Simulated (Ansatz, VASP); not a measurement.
**Two plane-wave programs on OsPd**

```
CELL_PARAMETERS angstrom
3.04741 0.00000 0.00000
0.00000 3.04741 0.00000
0.00000 0.00000 3.04741
ATOMIC_POSITIONS crystal
Pd 0.50000 0.50000 0.50000
Os 0.00000 0.00000 0.00000
```

Alike in both runs: task single point; functional PBE; k mesh 6 × 6 × 6; occupations gaussian, width 0.1 eV; no spin polarisation.

|  | VASP | Ansatz |
| --- | --- | --- |
| version | VASP 6.6.1 | Ansatz 0.2.0 |
| potentials or method | VASP PAW PBE potentials, release 64 (Pd, Os), cutoff 520 eV | scalar-relativistic, plane waves, PAW |
| valence electrons in the cell | 18 | 34 |

Ansatz gave:

* gap on the k mesh at the Fermi level (eV): none
* pressure (GPa): 14.6

Which values does VASP return?

gap on the k mesh at the Fermi level (eV): none; pressure (GPa): 14.1.

A gap of «none» marks a metal or a gap that the smearing closes. The functional is the same, so the differences come from potentials, cutoffs and numerics. VASP's potentials hold 18 valence electrons a cell and Ansatz's 34, so a difference there can come from the potentials and not from the codes.

Neither program's run includes spin-orbit coupling.
